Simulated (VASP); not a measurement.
Wanted: the native input for a VASP 6.6.1 run.

| Property | Result |
| --- | --- |
| Task | single point |
| Functional | PBE |
| Potentials or basis | VASP PAW PBE potentials, release 64 (Be, Li_sv) |
| Cutoff | 520 eV |
| k mesh | 4 × 4 × 3 |
| Occupations | gaussian, width 0.1 eV |
| Spin | no spin polarisation |
| Dipole correction | no |
| Further INCAR settings | LREAL = Auto; ALGO = Normal; EDIFF = 1e-06; NBANDS = 32 |

The structure of LiBe16 (a cell with a defect) lies in POSCAR:

```
LiBe16
1.0
   -2.2900000000     -3.9663960000      0.0000000000
    3.4350000000     -1.9831980000      0.0000000000
    0.0000000000      0.0000000000      7.1768600000
Be Li
16 1
Direct
    0.7506486673      0.4947474376      0.0189160719
    0.4939804255      0.3211651163      0.2536479742
    0.7453851027      0.3765330088      0.5116824071
    0.5327658550      0.4768957228      0.7647957463
    0.4964656075     -0.0144913417      0.0039974306
    0.2505268729      0.8369104917      0.2545383357
    0.5400528625     -0.0879778588      0.4854765176
    0.2171311419      0.8018210524      0.7823393517
    0.2470079134      0.5004713600      0.0115827813
    0.0006679464      0.3486735363      0.2612726178
    0.2744570533      0.5392656920      0.4867050493
   -0.0298202364      0.4054642383      0.7755204922
    0.0023343487      0.0145850534      0.0143844244
    0.7515354950      0.8384405484      0.2425541253
   -0.0336187417     -0.1360992485      0.5014973122
    0.7491592210      0.9586656816      0.7532238333
    0.2634506492      0.1615176089      0.6239156121
```

These files were run (other wordings do the same):

INCAR

```
ALGO     = Normal         # electronic algorithm
EDIFF    = 1E-6           # SCF threshold, eV
ENCUT    = 520            # plane-wave cutoff, eV
GGA      = PE             # functional
ISIF     = 2              # what is computed and relaxed
ISMEAR   = 0              # smearing method
LASPH    = True           # aspherical terms in the spheres
LCHARG   = True           # write CHGCAR
LELF     = True           # ELF
LREAL    = Auto         
LVHAR    = True         
LWAVE    = False          # write WAVECAR
NBANDS   = 32             # bands
NELM     = 80             # most SCF steps
PREC     = Accurate       # precision mode
SIGMA    = 0.1            # smearing width, eV
```

KPOINTS

```
k-points
0
Gamma
  4 4 3
```

Potentials or basis: VASP PAW PBE potentials, release 64 (Be, Li_sv).

The run is started by

```bash
$ cat potpaw_PBE.64/Be/POTCAR potpaw_PBE.64/Li_sv/POTCAR > POTCAR
$ mpirun -np 1 vasp_std > vasp.out
```

Results of the run:

```
Largest force          : 0.379 eV/Å
Band gap on the k mesh : zero (an odd number of electrons rules out a gap without spin polarisation)
```

Caveat: the k points lie up to 0.40 Å⁻¹ apart, too coarse for converged energies and pressures of a metal.

Run time: 2.6 min on 1 thread of AMD EPYC 9R45 96-Core Processor (Zen 5), on a shared host, peak memory 0.22 GiB.
